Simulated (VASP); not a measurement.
Runs of VASP 6.6.1 on P. The structure is that of space group Pmna (No. 53), or close to it. The cells are those of the table. 

| level | potentials or basis | cell | k mesh | gap on the mesh (eV) | largest force (eV/Å) |
| --- | --- | --- | --- | --- | --- |
| PBE | VASP PAW PBE potentials, release 64 (P) | a = 3.284, b = 34.857, c = 4.632 Å, 4 atoms | 8 × 1 × 6 | 1.09 | (c) |
| PBEsol | VASP PAW PBE potentials, release 64 (P) | a = 3.284, b = 34.857, c = 4.632 Å, 4 atoms | 8 × 1 × 6 | 1.04 | 0.72 |
| PBEsol | VASP PAW PBE potentials, release 64 (P) | a = 3.317, b = 35.206, c = 4.632 Å, 4 atoms | 7 × 1 × 5 | (a) | 0.02 |
| PBEsol | VASP PAW PBE potentials, release 64 (P) | a = 3.239, b = 34.386, c = 4.569 Å, 4 atoms | 8 × 1 × 6 | 0.87 | 0.60 |
| PBEsol | VASP PAW PBE potentials, release 64 (P) | a = 3.251, b = 34.508, c = 4.632 Å, 4 atoms | 7 × 1 × 5 | 0.88 | 0.02 |
| LDA | VASP PAW LDA potentials, release 64 (P) | a = 3.348, b = 35.541, c = 4.723 Å, 4 atoms | 8 × 1 × 6 | (b) | 0.44 |
| PBEsol | VASP PAW PBE potentials, release 64 (P) | a = 3.284, b = 34.857, c = 4.632 Å, 4 atoms | 7 × 1 × 5 | 0.93 | 0.02 |
| PBEsol | VASP PAW PBE potentials, release 64 (P) | a = 3.327, b = 35.316, c = 4.693 Å, 4 atoms | 8 × 1 × 6 | 0.92 | 0.21 |
| PBEsol | VASP PAW PBE potentials, release 64 (P) | a = 3.348, b = 35.541, c = 4.723 Å, 4 atoms | 8 × 1 × 6 | 0.93 | 0.32 |
| PBEsol | VASP PAW PBE potentials, release 64 (P) | a = 3.217, b = 34.145, c = 4.538 Å, 4 atoms | 8 × 1 × 6 | 0.84 | 0.80 |
| LDA | VASP PAW LDA potentials, release 64 (P) | a = 3.239, b = 34.386, c = 4.569 Å, 4 atoms | 8 × 1 × 6 | 0.83 | 0.42 |
| LDA | VASP PAW LDA potentials, release 64 (P) | a = 3.305, b = 35.088, c = 4.663 Å, 4 atoms | 8 × 1 × 6 | 0.86 | 0.19 |

Alike in all rows: task single point; no spin polarisation; cutoff (eV) 520; smearing fermi-dirac 0.05 eV.

Problem. Fill in the values left out.

Solution. (a) 0.98; (b) 0.89; (c) 0.78.

Caveats: the PAW data sets were made with another functional, which shifts forces and pressure a little (some runs).

A k mesh can miss the band edges.
